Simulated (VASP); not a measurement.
# Al in VASP: further runs

The runs below take Al through single point, with r2SCAN.

Program: VASP 6.6.1. These are calculated values, not measurements. Logs are shortened: lines on timing, memory, paths and dates and some standing lists are left out, and cuts for length are marked.

### Step 1. The cell of the first run

The cell holds a wire or tube with vacuum around it, 2 atoms: a = 11.300 Å, b = 9.300 Å, c = 2.447 Å, α = 90.00°, β = 90.00°, γ = 90.00°.

### Step 2. Single point, r2SCAN, collinear spin

POSCAR reads:

```
Al
1.0
   11.3000000000      0.0000000000      0.0000000000
    0.0000000000      9.3000000000      0.0000000000
    0.0000000000      0.0000000000      2.4472446993
Al
2
Direct
    0.3956222517      0.5000000000      0.0000000000
    0.6043777483      0.5000000000      0.5000000000
```

INCAR.step1 reads:

```
SYSTEM = Al
PREC = Accurate ; ENCUT = 520
ISMEAR = 0 ; SIGMA = 0.05
LREAL = .False. ; LASPH = .True.
NELM = 150 ; ISPIN = 2
MAGMOM = 0.5 0.5 ; NBANDS = 14
GGA = PE ; ALGO = Normal
EDIFF = 1E-4 ; LWAVE = .True.
LCHARG = .False.
```

INCAR.step2 reads:

```
SYSTEM = Al
PREC = Accurate ; ENCUT = 520
EDIFF = 1E-7 ; ISMEAR = 0
SIGMA = 0.05 ; LREAL = .False.
LASPH = .True. ; NELM = 150
ALGO = Normal ; ISIF = 2
LWAVE = .False. ; LCHARG = .False.
ISPIN = 2 ; MAGMOM = 0.5 0.5
LORBIT = 11 ; METAGGA = R2SCAN
LMIXTAU = .True. ; NBANDS = 14
ISTART = 1
```

KPOINTS reads:

```
Automatic mesh
0
Gamma
  1 1 24
  0 0 0
```

Potentials or basis: VASP PAW PBE potentials, release 64 (Al).

Started as:

```bash
$ cat potpaw_PBE.64/Al/POTCAR > POTCAR
$ cp INCAR.step1 INCAR
$ mpirun -np 1 vasp_std > vasp.out
$ cp INCAR.step2 INCAR
$ mpirun -np 1 vasp_std > vasp.out
```

OUTCAR:

```text
SYSTEM = Al
   PREC = Accurate
   ENCUT = 520
   EDIFF = 1E-7
   ISMEAR = 0
   LREAL = .False.
   LASPH = .True.
   NELM = 150
   ISIF = 2
   ISPIN = 2
   LORBIT = 11
   METAGGA = R2SCAN
   ISTART = 1

 ion  position               nearest neighbor table
   1  0.396  0.500  0.000-   2 2.66   2 2.66
   2  0.604  0.500  0.500-   1 2.66   1 2.66

  LATTYP: Found a simple orthorhombic cell.
 ALAT       =     2.4472446993
 B/A-ratio  =     3.8001921110
 C/A-ratio  =     4.6174377263

  Lattice vectors:

 A1 = (   0.0000000000,   0.0000000000,  -2.4472446993)
 A2 = (   0.0000000000,   9.3000000000,   0.0000000000)
 A3 = (  11.3000000000,   0.0000000000,   0.0000000000)

Analysis of symmetry for initial positions (statically):
=====================================================================
 Subroutine PRICEL returns:
 Original cell was already a primitive cell.

 Routine SETGRP: Setting up the symmetry group for a
 simple orthorhombic supercell.

 Subroutine GETGRP returns: Found  8 space group operations
 (whereof  4 operations were pure point group operations)
 out of a pool of  8 trial point group operations.

The static configuration has the point symmetry C_2v.
 The point group associated with its full space group is D_2h.

Analysis of symmetry for dynamics (positions and initial velocities):
=====================================================================
 Subroutine PRICEL returns:
 Original cell was already a primitive cell.

 Routine SETGRP: Setting up the symmetry group for a
 simple orthorhombic supercell.

 Subroutine GETGRP returns: Found  8 space group operations
 (whereof  4 operations were pure point group operations)
 out of a pool of  8 trial point group operations.

The dynamic configuration has the point symmetry C_2v.
 The point group associated with its full space group is D_2h.

Analysis of structural, dynamic, and magnetic symmetry:
=====================================================================
 Subroutine PRICEL returns:
 Original cell was already a primitive cell.

 Routine SETGRP: Setting up the symmetry group for a
 simple orthorhombic supercell.

 Subroutine GETGRP returns: Found  8 space group operations
 (whereof  4 operations were pure point group operations)
 out of a pool of  8 trial point group operations.

The overall configuration has the point symmetry C_2v.
 The point group associated with its full space group is D_2h.

 Subroutine INISYM returns: Found  8 space group operations
 (whereof  4 operations are pure point group operations),
 and found     1 'primitive' translations

----------------------------------------------------------------------------------------

                                     Primitive cell

  volume of cell :     257.1809

  direct lattice vectors                    reciprocal lattice vectors
    11.300000000  0.000000000  0.000000000     0.088495575  0.000000000  0.000000000
     0.000000000  9.300000000  0.000000000     0.000000000  0.107526882  0.000000000
     0.000000000  0.000000000  2.447244699     0.000000000  0.000000000  0.408622808

  length of vectors
    11.300000000  9.300000000  2.447244699     0.088495575  0.107526882  0.408622808

  position of ions in fractional coordinates (direct lattice)
     0.395622252  0.500000000  0.000000000
     0.604377748  0.500000000  0.500000000

  ion indices of the primitive-cell ions
   primitive index   ion index
                 1           1
                 2           2

----------------------------------------------------------------------------------------

 KPOINTS: Automatic mesh

Automatic generation of k-mesh.
 Grid dimensions read from file:
 generate k-points for:    1    1   24

 Generating k-lattice:

  Cartesian coordinates                     Fractional coordinates (reciprocal lattice)
     0.088495575  0.000000000  0.000000000     1.000000000  0.000000000  0.000000000
     0.000000000  0.107526882  0.000000000     0.000000000  1.000000000  0.000000000
     0.000000000  0.000000000  0.017025950     0.000000000  0.000000000  0.041666667

  Length of vectors
     0.088495575  0.107526882  0.017025950

[... 35 lines left out ...]
   ISPIN  =      2    spin polarized calculation?
   LNONCOLLINEAR =      F non collinear calculations
   LSORBIT =      F    spin-orbit coupling
   LASPH  =      T    aspherical Exc in radial PAW
   ENCUT  =  520.0 eV  38.22 Ry    6.18 a.u.  21.01 17.29  4.55*2*pi/ulx,y,z
   NELM   =    150;   NELMIN=  2; NELMDL=  0     # of ELM steps
   EDIFF  = 0.1E-06   stopping-criterion for ELM
   LREAL  =      F    real-space projection
   EDIFFG = 0.1E-05   stopping-criterion for IOM
   NSW    =      0    number of steps for IOM
   IBRION =     -1    ionic relax: 0-MD 1-quasi-New 2-CG
   NFREE  =      0    steps in history (QN), initial steepest desc. (CG)
   ISIF   =      2    stress and relaxation
   ISYM   =      2    0-nonsym 1-usesym 2-fastsym
   POTIM  = 0.5000    time-step for ionic-motion
   TEBEG  =    0.0;   TEEND  =   0.0 temperature during run
   PSTRESS=    0.0 pullay stress
   NELECT =       6.0000    total number of electrons
   NUPDOWN=      -1.0000    fix difference up-down
   EMIN   =  10.00;   EMAX   =-10.00  energy-range for DOS
   EFERMI =   0.00;   METHOD = LEGACY
   ISMEAR =     0;   SIGMA  =   0.05  broadening in eV -4-tet -1-fermi 0-gaus
   EFERMI_NEDOS =   21; number of points for ismear=-14 and -15
   IALGO  =     38    algorithm
   IMIX   =      4    mixing-type and parameters
     AMIX     =   0.40;   BMIX     =  1.00
     AMIX_MAG =   1.60;   BMIX_MAG =  1.00
  volume/ion in A,a.u.               =     128.59       867.77
  Fermi-wavevector in a.u.,A,eV,Ry     =   0.467784  0.883984  2.977256  0.218822
  Thomas-Fermi vector in A             =   1.458400
   LORBIT       =     11    0 simple, 1 ext, 2 COOP (PROOUT), +10 PAW based schemes
   METAGGA = R2SCAN    functional components
   LHFCALC =     F    Hartree Fock is set to
   AEXX    =    0.0000 exact exchange contribution
   IVDW    =     0    specifies the selected vdW correction
   LEPSILON=     F    determine dielectric tensor
   LRPA    =     F    only Hartree local field effects (RPA)
 spin polarized calculation
 Gauss-broadening in eV      SIGMA  =   0.05
  energy-cutoff  :      520.00
  volume of cell :      257.18
 maximum number of plane-waves:      6969
   NGX = 43   NGY = 35   NGZ =  9

 number of electron       6.0000000 magnetization       0.0000000

 number of electron       6.0000000 magnetization      -0.0000000

 Free energy of the ion-electron system (eV)
  ---------------------------------------------------
  ext. energy  EPLUGINS =         0.00000000
  ---------------------------------------------------
  free energy    TOTEN  =       -11.14440696 eV

  energy without entropy =      -11.14440072  energy(sigma->0) =      -11.14440384

 E-fermi :  -2.6089     XC(G=0):  -2.7003

 val. band max:       -2.7375737249   @ k =   0.0000   0.0000   0.2500
 cond. band min:      -2.4801902863   @ k =   0.0000   0.0000   0.2500
 fundamental gap:      0.2573834386
 Fermi energy:        -2.6088818169

 spin component 1

 k-point     1 :       0.0000    0.0000    0.0000
  band No.  band energies     occupation
      1     -11.2550      1.00000
      2      -7.8685      1.00000
      3      -4.3311      1.00000
      4      -4.0319      1.00000
      5      -1.6233      0.00000
      6       0.7886      0.00000
      7       0.7955      0.00000
      8       1.6418      0.00000
      9       2.1976      0.00000
     10       2.5025      0.00000
     11       3.2682      0.00000
     12       4.2433      0.00000
     13       4.3687      0.00000
     14       4.4644      0.00000
[... 189 lines left out ...]
  band No.  band energies     occupation
      1      -5.2652      1.00000
      2      -5.2652      1.00000
      3      -1.0905      0.00000
      4      -1.0905      0.00000
      5       2.0259      0.00000
      6       2.0259      0.00000
      7       2.1562      0.00000
      8       2.1562      0.00000
      9       4.7142      0.00000
     10       4.7142      0.00000
     11       6.9104      0.00000
     12       6.9104      0.00000
     13       7.8279      0.00000
     14       7.8279      0.00000
 Fermi energy:        -2.6088818169

 spin component 2

 k-point     1 :       0.0000    0.0000    0.0000
  band No.  band energies     occupation
      1     -11.2550      1.00000
      2      -7.8685      1.00000
      3      -4.3311      1.00000
      4      -4.0319      1.00000
      5      -1.6233      0.00000
      6       0.7886      0.00000
      7       0.7955      0.00000
      8       1.6415      0.00000
      9       2.1975      0.00000
     10       2.5024      0.00000
     11       3.2678      0.00000
     12       4.2432      0.00000
     13       4.3687      0.00000
     14       4.4644      0.00000
[... 190 lines left out ...]
      1      -5.2652      1.00000
      2      -5.2652      1.00000
      3      -1.0905      0.00000
      4      -1.0905      0.00000
      5       2.0259      0.00000
      6       2.0259      0.00000
      7       2.1561      0.00000
      8       2.1561      0.00000
      9       4.7142      0.00000
     10       4.7142      0.00000
     11       6.9103      0.00000
     12       6.9103      0.00000
     13       7.8277      0.00000
     14       7.8277      0.00000

------------------------ aborting loop because EDIFF is reached ----------------------------------------

  FORCE on cell =-STRESS in cart. coord.  units (eV):
  Direction    XX          YY          ZZ          XY          YZ          ZX
  --------------------------------------------------------------------------------------
  -------------------------------------------------------------------------------------
  Total       -0.0676665      0.0433620     -0.0663639      0.0000000      0.0000000      0.0000000
  in kB       -0.4215465      0.2701354     -0.4134319      0.0000000      0.0000000      0.0000000
  external PRESSURE =      -0.1882810 kB  Pullay stress =       0.0000000 kB

 VOLUME and BASIS-vectors are now :
 -----------------------------------------------------------------------------
  energy-cutoff  :      520.00
  volume of cell :      257.18
      direct lattice vectors                 reciprocal lattice vectors
    11.300000000  0.000000000  0.000000000     0.088495575  0.000000000  0.000000000
     0.000000000  9.300000000  0.000000000     0.000000000  0.107526882  0.000000000
     0.000000000  0.000000000  2.447244699     0.000000000  0.000000000  0.408622808

 POSITION                                       TOTAL-FORCE (eV/Angst)
 -----------------------------------------------------------------------------------
      4.47053      4.65000      0.00000         0.008486      0.000000      0.000000
      6.82947      4.65000      1.22362        -0.008486      0.000000      0.000000
 -----------------------------------------------------------------------------------
    total drift:                                0.000000     -0.000000     -0.000000

  FREE ENERGIE OF THE ION-ELECTRON SYSTEM (eV)
  ---------------------------------------------------
  free  energy   TOTEN  =       -11.1444069615 eV

  energy  without entropy=      -11.1444007215  energy(sigma->0) =      -11.14440384

 total charge

# of ion       s       p       d       tot
------------------------------------------
    1        0.448   0.382   0.000   0.830
    2        0.448   0.382   0.000   0.830
--------------------------------------------------
tot          0.895   0.764   0.000   1.659

 magnetization (x)

# of ion       s       p       d       tot
------------------------------------------
    1        0.000   0.000   0.000   0.000
    2        0.000   0.000   0.000   0.000
--------------------------------------------------
tot          0.000   0.000   0.000   0.000
```

It took 8.8 min on 1 thread of Intel Xeon 8259CL, shared host; peak memory 0.47 GiB.

What came out:

```
Free energy                                           : -11.1444 eV
Largest force                                         : 0.008 eV/Å
Band gap on the k mesh                                : zero (filled and empty bands overlap)
Net moment                                            : 0.00 μB per cell
Valence electrons inside the program's atomic spheres : Al 0.83
```

Forces in eV/Å, atoms in the order of the input:
```
Al   0.008  0.000  0.000
Al  -0.008  0.000  0.000
```

Levels at points of the mesh, in eV from the Fermi level:
Spin up:
```
           k point  band 1  band 2  band 3  band 4  band 5  band 6  band 7  band 8
(0.00, 0.00, 0.00)   -8.65   -5.26   -1.72   -1.42    0.99    3.40    3.40    4.25
(0.00, 0.00, 0.50)   -2.66   -2.66    1.52    1.52    4.63    4.63    4.77    4.77
```
Spin down:
```csv
k point,band 1,band 2,band 3,band 4,band 5,band 6,band 7,band 8
"(0.00, 0.00, 0.00)",-8.65,-5.26,-1.72,-1.42,0.99,3.40,3.40,4.25
"(0.00, 0.00, 0.50)",-2.66,-2.66,1.52,1.52,4.63,4.63,4.76,4.76
```

Caveat: the PAW data sets were made with another functional, which shifts forces and pressure a little.

### Step 3. Single point, r2SCAN, collinear spin

This run uses another cell than the first one.

POSCAR reads:

```
Al
1.0
   10.1000000000      0.0000000000      0.0000000000
    0.0000000000      9.3000000000      0.0000000000
    0.0000000000      0.0000000000      4.5728948852
Al
2
Direct
    0.4434047663      0.5000000000      0.0000000000
    0.5565952337      0.5000000000      0.5000000000
```

INCAR.step1 reads:

```
ALGO = Normal
EDIFF = 1E-4
ENCUT = 520
GGA = PE
ISMEAR = 0
ISPIN = 2
LASPH = T
LCHARG = F
LREAL = F
LWAVE = T
MAGMOM = 0.5 0.5
NBANDS = 14
NELM = 150
PREC = Accurate
SIGMA = 0.05
```

INCAR.step2 reads:

```
ALGO = Normal
EDIFF = 1E-6
ENCUT = 520
ISIF = 2
ISMEAR = 0
ISPIN = 2
ISTART = 1
LASPH = T
LCHARG = F
LMIXTAU = T
LORBIT = 11
LREAL = F
LWAVE = F
MAGMOM = 0.5 0.5
METAGGA = R2SCAN
NBANDS = 14
NELM = 150
PREC = Accurate
SIGMA = 0.05
```

KPOINTS reads:

```
k-points
0
Gamma
  1 1 14
```

Potentials or basis: VASP PAW PBE potentials, release 64 (Al).

Started as:

```bash
$ cat potpaw_PBE.64/Al/POTCAR > POTCAR
$ cp INCAR.step1 INCAR
$ mpirun -np 1 vasp_std > vasp.out
$ cp INCAR.step2 INCAR
$ mpirun -np 1 vasp_std > vasp.out
```

Run time: 12 min. Hardware: 1 thread of Intel Xeon 8259CL, shared host; peak memory 0.75 GiB.

It converged, with:

| Quantity | Value |
| --- | --- |
| Free energy | -9.4468 eV |
| Largest force | 0.379 eV/Å |
| Net moment | 0.85 μB per cell |
| Site moments | Al +0.07 μB |
| Valence electrons inside the program's atomic spheres | Al 0.81 |

Forces on the atoms (eV/Å):
```
Al   0.379  0.000  0.000
Al  -0.379  0.000  0.000
```

Levels at points of the mesh, in eV from the Fermi level:
Spin up:
```csv
k point,band 1,band 2,band 3,band 4,band 5,band 6,band 7,band 8
"(0.00, 0.00, 0.00)",-6.50,-1.40,-0.68,-0.25,2.45,2.58,3.66,3.95
"(0.00, 0.00, 0.50)",-4.70,-4.70,0.67,0.67,1.09,1.09,5.06,5.06
```
Spin down:
| k point | band 1 | band 2 | band 3 | band 4 | band 5 |
| --- | --- | --- | --- | --- | --- |
| (0.00, 0.00, 0.00) | -6.01 | -1.08 | 0.07 | 0.48 | 2.62 |
| (0.00, 0.00, 0.50) | -4.23 | -4.23 | 0.88 | 0.88 | 2.16 |

Caveat: the PAW data sets were made with another functional, which shifts forces and pressure a little.

(Part 1 of 2 ends here.)
